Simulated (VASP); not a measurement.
# SnO2 in VASP: a series of runs

The runs below take SnO2 through single point, with PBEsol.

Program: VASP 6.6.1. These are calculated values, not measurements. Logs are shortened: lines on timing, memory, paths and dates and some standing lists are left out, and cuts for length are marked.

## Step 1: The cell of the first run

The typed cell holds 3 atoms: a = 3.640 Å, b = 3.640 Å, c = 3.640 Å, α = 60.00°, β = 60.00°, γ = 60.00°.

## Step 2: Single point, PBEsol (one atom moved)

File INCAR:

```
ALGO = Normal ; EDIFF = 1E-7
ENCUT = 520 ; GGA = PS
ISIF = 2 ; ISMEAR = 0
LASPH = T ; LCHARG = F
LREAL = F ; LWAVE = F
NBANDS = 20 ; NELM = 100
PREC = Accurate ; SIGMA = 0.1
```

File KPOINTS:

```
k-points
0
Gamma
  12 12 12
```

File POSCAR:

```
SnO2
1.0
    0.0000000000      2.5741500000      2.5741500000
    2.5741500000      0.0000000000      2.5741500000
    2.5741500000      2.5741500000      0.0000000000
Sn O
1 2
Direct
    0.0000000000      0.0000000000      0.0000000000
    0.2431627916      0.2442077967      0.2477856768
    0.7500000000      0.7500000000      0.7500000000
```

Potentials or basis: VASP PAW PBE potentials, release 64 (Sn_d, O).

Launch:

```bash
$ cat potpaw_PBE.64/Sn_d/POTCAR potpaw_PBE.64/O/POTCAR > POTCAR
$ mpirun -np 1 vasp_std > vasp.out
```

OUTCAR:

```text
EDIFF = 1E-7
   ENCUT = 520
   GGA = PS
   ISIF = 2
   ISMEAR = 0
   LASPH = T
   LREAL = F
   NELM = 100
   PREC = Accurate

 ion  position               nearest neighbor table
   1  0.000  0.000  0.000-   2 2.19   3 2.23   3 2.23   3 2.23   3 2.23   2 2.24   2 2.25   2 2.25

   2  0.243  0.244  0.248-   1 2.19   1 2.24   1 2.25   1 2.25
   3  0.750  0.750  0.750-   1 2.23   1 2.23   1 2.23   1 2.23

  LATTYP: Found a face centered cubic cell.
 ALAT       =     5.1483000000

  Lattice vectors:

 A1 = (   0.0000000000,   2.5741500000,   2.5741500000)
 A2 = (   2.5741500000,   0.0000000000,   2.5741500000)
 A3 = (   2.5741500000,   2.5741500000,   0.0000000000)

Analysis of symmetry for initial positions (statically):
=====================================================================
 Subroutine PRICEL returns:
 Original cell was already a primitive cell.

 Routine SETGRP: Setting up the symmetry group for a
 face centered cubic supercell.

 Subroutine GETGRP returns: Found  1 space group operations
 (whereof  1 operations were pure point group operations)
 out of a pool of 48 trial point group operations.

The static configuration has the point symmetry C_1 .

Analysis of symmetry for dynamics (positions and initial velocities):
=====================================================================
 Subroutine PRICEL returns:
 Original cell was already a primitive cell.

 Routine SETGRP: Setting up the symmetry group for a
 face centered cubic supercell.

 Subroutine GETGRP returns: Found  1 space group operations
 (whereof  1 operations were pure point group operations)
 out of a pool of 48 trial point group operations.

The dynamic configuration has the point symmetry C_1 .

 Subroutine INISYM returns: Found  1 space group operations
 (whereof  1 operations are pure point group operations),
 and found     1 'primitive' translations

----------------------------------------------------------------------------------------

                                     Primitive cell

  volume of cell :      34.1139

  direct lattice vectors                    reciprocal lattice vectors
     0.000000000  2.574150000  2.574150000    -0.194238875  0.194238875  0.194238875
     2.574150000  0.000000000  2.574150000     0.194238875 -0.194238875  0.194238875
     2.574150000  2.574150000  0.000000000     0.194238875  0.194238875 -0.194238875

  length of vectors
     3.640397842  3.640397842  3.640397842     0.336431600  0.336431600  0.336431600

  position of ions in fractional coordinates (direct lattice)
     0.000000000  0.000000000  0.000000000
     0.243162792  0.244207797  0.247785677
     0.750000000  0.750000000  0.750000000

  ion indices of the primitive-cell ions
   primitive index   ion index
                 1           1
                 2           2
                 3           3

----------------------------------------------------------------------------------------

 KPOINTS: k-points

Automatic generation of k-mesh.
 Grid dimensions read from file:
 generate k-points for:   12   12   12

 Generating k-lattice:

  Cartesian coordinates                     Fractional coordinates (reciprocal lattice)
    -0.016186573  0.016186573  0.016186573     0.083333333  0.000000000  0.000000000
     0.016186573 -0.016186573  0.016186573     0.000000000  0.083333333  0.000000000
     0.016186573  0.016186573 -0.016186573     0.000000000  0.000000000  0.083333333

  Length of vectors
     0.028035967  0.028035967  0.028035967

  Shift w.r.t. Gamma in fractional coordinates (k-lattice)
     0.000000000  0.000000000  0.000000000

 Subroutine IBZKPT returns following result:
 ===========================================

 Found    868 irreducible k-points:

 Following reciprocal coordinates:
            Coordinates               Weight
  0.000000  0.000000  0.000000      1.000000
  0.083333  0.000000  0.000000      2.000000
  0.000000  0.083333  0.000000      2.000000
  0.000000  0.000000  0.083333      2.000000
  0.083333  0.083333  0.083333      2.000000
  0.166667  0.000000  0.000000      2.000000
[... 16 lines left out ...]
  0.000000  0.500000  0.000000      1.000000
  0.000000  0.000000  0.500000      1.000000
 [... further k-points ...]
   k-points           NKPTS =    868   k-points in BZ     NKDIM =    868   number of bands    NBANDS=     20
   number of dos      NEDOS =    301   number of ions     NIONS =      3
   total plane-waves  NPLWV =  21952
   dimension x,y,z NGX =    28 NGY =   28 NGZ =   28
   dimension x,y,z NGXF=    56 NGYF=   56 NGZF=   56
   ions per type =               1   2
   NGX,Y,Z   is equivalent  to a cutoff of  12.79, 12.79, 12.79 a.u.
   NGXF,Y,Z  is equivalent  to a cutoff of  25.57, 25.57, 25.57 a.u.
 SYSTEM =  unknown system
   PREC   = accura    normal or accurate (medium, high low for compatibility)
   ISTART =      0    job   : 0-new  1-cont  2-samecut
   ICHARG =      2    charge: 1-file 2-atom 10-const
   ISPIN  =      1    spin polarized calculation?
   LNONCOLLINEAR =      F non collinear calculations
   LSORBIT =      F    spin-orbit coupling
   LASPH  =      T    aspherical Exc in radial PAW
   ENCUT  =  520.0 eV  38.22 Ry    6.18 a.u.   6.77  6.77  6.77*2*pi/ulx,y,z
   NELM   =    100;   NELMIN=  2; NELMDL= -5     # of ELM steps
   EDIFF  = 0.1E-06   stopping-criterion for ELM
   LREAL  =      F    real-space projection
   EDIFFG = 0.1E-05   stopping-criterion for IOM
   NSW    =      0    number of steps for IOM
   IBRION =     -1    ionic relax: 0-MD 1-quasi-New 2-CG
   NFREE  =      0    steps in history (QN), initial steepest desc. (CG)
   ISIF   =      2    stress and relaxation
   ISYM   =      2    0-nonsym 1-usesym 2-fastsym
   POTIM  = 0.5000    time-step for ionic-motion
   TEBEG  =    0.0;   TEEND  =   0.0 temperature during run
   PSTRESS=    0.0 pullay stress
   NELECT =      26.0000    total number of electrons
   NUPDOWN=      -1.0000    fix difference up-down
   EMIN   =  10.00;   EMAX   =-10.00  energy-range for DOS
   EFERMI =   0.00;   METHOD = LEGACY
   ISMEAR =     0;   SIGMA  =   0.10  broadening in eV -4-tet -1-fermi 0-gaus
   EFERMI_NEDOS =   21; number of points for ismear=-14 and -15
   IALGO  =     38    algorithm
   IMIX   =      4    mixing-type and parameters
     AMIX     =   0.40;   BMIX     =  1.00
     AMIX_MAG =   1.60;   BMIX_MAG =  1.00
  volume/ion in A,a.u.               =      11.37        76.74
  Fermi-wavevector in a.u.,A,eV,Ry     =   1.495393  2.825884 30.425363  2.236201
  Thomas-Fermi vector in A             =   2.607544
   LORBIT       =      0    0 simple, 1 ext, 2 COOP (PROOUT), +10 PAW based schemes
   GGA     = PS    functional components
   LHFCALC =     F    Hartree Fock is set to
   AEXX    =    0.0000 exact exchange contribution
   IVDW    =     0    specifies the selected vdW correction
   LEPSILON=     F    determine dielectric tensor
   LRPA    =     F    only Hartree local field effects (RPA)
 non-spin polarized calculation
 Gauss-broadening in eV      SIGMA  =   0.10
  energy-cutoff  :      520.00
  volume of cell :       34.11
 maximum number of plane-waves:       941
   NGX = 13   NGY = 13   NGZ = 13

 number of electron      25.9999996 magnetization

 Free energy of the ion-electron system (eV)
  ---------------------------------------------------
  ext. energy  EPLUGINS =         0.00000000
  ---------------------------------------------------
  free energy    TOTEN  =       -19.14355408 eV

  energy without entropy =      -19.14336351  energy(sigma->0) =      -19.14345880

 E-fermi :   7.3238     XC(G=0): -11.9391

 val. band max:        7.2127010266   @ k =   0.5000   0.2500  -0.2500
 cond. band min:       7.8023161846   @ k =   0.0833   0.0833   0.0833
 fundamental gap:      0.5896151580
 Fermi energy:         7.3238334826

 k-point     1 :       0.0000    0.0000    0.0000
  band No.  band energies     occupation
      1     -13.2428      2.00000
      2     -13.2378      2.00000
      3     -13.2374      2.00000
      4     -13.1061      2.00000
      5     -13.1059      2.00000
      6     -12.0588      2.00000
[... 12 lines left out ...]
     19      22.1103      0.00000
     20      22.1118      0.00000

 k-point     2 :       0.0833    0.0000    0.0000
  band No.  band energies     occupation
      1     -13.2652      2.00000
      2     -13.2353      2.00000
      3     -13.2323      2.00000
      4     -13.1066      2.00000
      5     -13.1060      2.00000
      6     -11.9888      2.00000
[... 12 lines left out ...]
     19      22.1178      0.00000
     20      22.1305      0.00000

 k-point     3 :       0.0000    0.0833    0.0000
  band No.  band energies     occupation
      1     -13.2647      2.00000
      2     -13.2355      2.00000
      3     -13.2323      2.00000
      4     -13.1066      2.00000
      5     -13.1060      2.00000
      6     -11.9891      2.00000
[... 12 lines left out ...]
     19      22.1176      0.00000
     20      22.1313      0.00000

 k-point     4 :       0.0000    0.0000    0.0833
  band No.  band energies     occupation
      1     -13.2632      2.00000
      2     -13.2361      2.00000
      3     -13.2326      2.00000
      4     -13.1063      2.00000
      5     -13.1061      2.00000
      6     -11.9900      2.00000
[... 12 lines left out ...]
     19      22.1171      0.00000
     20      22.1336      0.00000

 k-point     5 :       0.0833    0.0833    0.0833
  band No.  band energies     occupation
      1     -13.2635      2.00000
      2     -13.2329      2.00000
      3     -13.2327      2.00000
      4     -13.1060      2.00000
      5     -13.1059      2.00000
      6     -11.9953      2.00000
[... 12 lines left out ...]
     19      22.1251      0.00000
     20      22.1298      0.00000

 k-point     6 :       0.1667    0.0000    0.0000
  band No.  band energies     occupation
      1     -13.3387      2.00000
      2     -13.2224      2.00000
      3     -13.2194      2.00000
      4     -13.1069      2.00000
      5     -13.1051      2.00000
      6     -11.7723      2.00000
[... 12 lines left out ...]
     19      22.1433      0.00000
     20      22.1891      0.00000

 k-point     7 :       0.0000    0.1667    0.0000
  band No.  band energies     occupation
      1     -13.3380      2.00000
      2     -13.2226      2.00000
      3     -13.2195      2.00000
      4     -13.1068      2.00000
      5     -13.1051      2.00000
      6     -11.7731      2.00000
[... 12 lines left out ...]
     19      22.1432      0.00000
     20      22.1916      0.00000
[... 277 lines left out ...]
 k-point    20 :       0.0000    0.0000    0.4167
  band No.  band energies     occupation
      1     -13.6226      2.00000
      2     -13.2000      2.00000
      3     -13.1951      2.00000
      4     -13.0830      2.00000
      5     -13.0754      2.00000
      6     -10.3913      2.00000
[... 12 lines left out ...]
     19      22.3640      0.00000
     20      22.4049      0.00000

 k-point    21 :       0.4167    0.4167    0.4167
  band No.  band energies     occupation
      1     -13.6114      2.00000
      2     -13.2008      2.00000
      3     -13.2003      2.00000
      4     -13.0742      2.00000
      5     -13.0727      2.00000
      6     -10.4486      2.00000
[... 12 lines left out ...]
     19      22.2159      0.00000
     20      22.5344      0.00000

 k-point    22 :       0.5000    0.0000    0.0000
  band No.  band energies     occupation
      1     -13.6541      2.00000
      2     -13.1983      2.00000
      3     -13.1939      2.00000
      4     -13.0796      2.00000
      5     -13.0721      2.00000
      6      -9.9922      2.00000
[... 12 lines left out ...]
     19      22.1791      0.00000
     20      22.3360      0.00000

 k-point    23 :       0.0000    0.5000    0.0000
  band No.  band energies     occupation
      1     -13.6532      2.00000
      2     -13.1986      2.00000
      3     -13.1942      2.00000
      4     -13.0794      2.00000
      5     -13.0717      2.00000
      6      -9.9985      2.00000
[... 12 lines left out ...]
     19      22.1862      0.00000
     20      22.3425      0.00000

 k-point    24 :       0.0000    0.0000    0.5000
  band No.  band energies     occupation
      1     -13.6503      2.00000
      2     -13.1998      2.00000
      3     -13.1948      2.00000
      4     -13.0785      2.00000
      5     -13.0704      2.00000
      6     -10.0204      2.00000
[... 12 lines left out ...]
     19      22.2147      0.00000
     20      22.3528      0.00000

 [... further k-points ...]

------------------------ aborting loop because EDIFF is reached ----------------------------------------

  FORCE on cell =-STRESS in cart. coord.  units (eV):
  Direction    XX          YY          ZZ          XY          YZ          ZX
  --------------------------------------------------------------------------------------
  -------------------------------------------------------------------------------------
  Total       -1.3821169     -1.3788691     -1.3647190      0.0571711      0.0388847      0.0428893
  in kB      -64.9118254    -64.7592898    -64.0947223      2.6850702      1.8262394      2.0143198
  external PRESSURE =     -64.5886125 kB  Pullay stress =       0.0000000 kB

 VOLUME and BASIS-vectors are now :
 -----------------------------------------------------------------------------
  energy-cutoff  :      520.00
  volume of cell :       34.11
      direct lattice vectors                 reciprocal lattice vectors
     0.000000000  2.574150000  2.574150000    -0.194238875  0.194238875  0.194238875
     2.574150000  0.000000000  2.574150000     0.194238875 -0.194238875  0.194238875
     2.574150000  2.574150000  0.000000000     0.194238875  0.194238875 -0.194238875

 POSITION                                       TOTAL-FORCE (eV/Angst)
 -----------------------------------------------------------------------------------
      0.00000      0.00000      0.00000        -0.094536     -0.102835     -0.133318
      1.26646      1.26377      1.25456         0.204056      0.226274      0.304852
      3.86123      3.86123      3.86123        -0.109520     -0.123439     -0.171534
 -----------------------------------------------------------------------------------
    total drift:                               -0.000018      0.000020      0.000102

  FREE ENERGIE OF THE ION-ELECTRON SYSTEM (eV)
  ---------------------------------------------------
  free  energy   TOTEN  =       -19.1435540755 eV

  energy  without entropy=      -19.1433635146  energy(sigma->0) =      -19.14345880
```

It took 8.4 min on 1 thread of AMD EPYC 7R43 (Zen 3), shared host; peak memory 0.55 GiB.

What came out:

```yaml
Free_energy: -19.1436 eV
Pressure: -6.5 GPa
Largest_force: 0.431 eV/Å
Band_gap_on_the_k_mesh: zero (band 13 reaches 7.21 eV, above the bottom of band 14 at 6.95 eV)
```

Forces on the atoms (eV/Å):
```
Sn  -0.095 -0.103 -0.133
O    0.204  0.226  0.305
O   -0.110 -0.123 -0.172
```

Levels at points of the mesh, in eV from the Fermi level:
| k point | band 9 | band 10 | band 11 | band 12 | band 13 | band 14 | band 15 | band 16 | band 17 | band 18 |
| --- | --- | --- | --- | --- | --- | --- | --- | --- | --- | --- |
| (0.00, 0.00, 0.00) | -2.93 | -2.92 | -1.55 | -1.40 | -1.37 | -0.37 | 6.61 | 6.65 | 6.85 | 12.79 |
| (0.50, 0.00, 0.00) | -3.92 | -3.49 | -3.24 | -2.25 | -2.12 | 4.26 | 7.56 | 9.62 | 10.01 | 14.63 |
| (0.00, 0.50, 0.00) | -3.92 | -3.50 | -3.24 | -2.25 | -2.11 | 4.27 | 7.56 | 9.61 | 10.01 | 14.62 |
| (0.00, 0.00, 0.50) | -3.90 | -3.51 | -3.24 | -2.24 | -2.09 | 4.30 | 7.56 | 9.59 | 10.02 | 14.60 |
| (0.50, 0.50, 0.50) | -3.81 | -3.45 | -3.40 | -2.09 | -2.06 | 4.46 | 7.54 | 9.72 | 9.80 | 14.76 |
| (0.50, 0.50, 0.00) | -5.46 | -5.40 | -0.32 | -0.28 | -0.20 | 2.83 | 6.61 | 9.42 | 11.45 | 11.62 |
| (0.00, 0.50, 0.50) | -5.44 | -5.41 | -0.32 | -0.29 | -0.20 | 2.84 | 6.61 | 9.42 | 11.47 | 11.60 |
| (0.50, 0.00, 0.50) | -5.45 | -5.41 | -0.32 | -0.29 | -0.20 | 2.84 | 6.61 | 9.42 | 11.47 | 11.60 |

Caveat: the cell differs from its parent crystal (one atom moved); the PAW data sets were made with another functional, which shifts forces and pressure a little; spin-orbit coupling is left out, which moves the levels of the heavy elements.

(Part 1 of 3 ends here.)
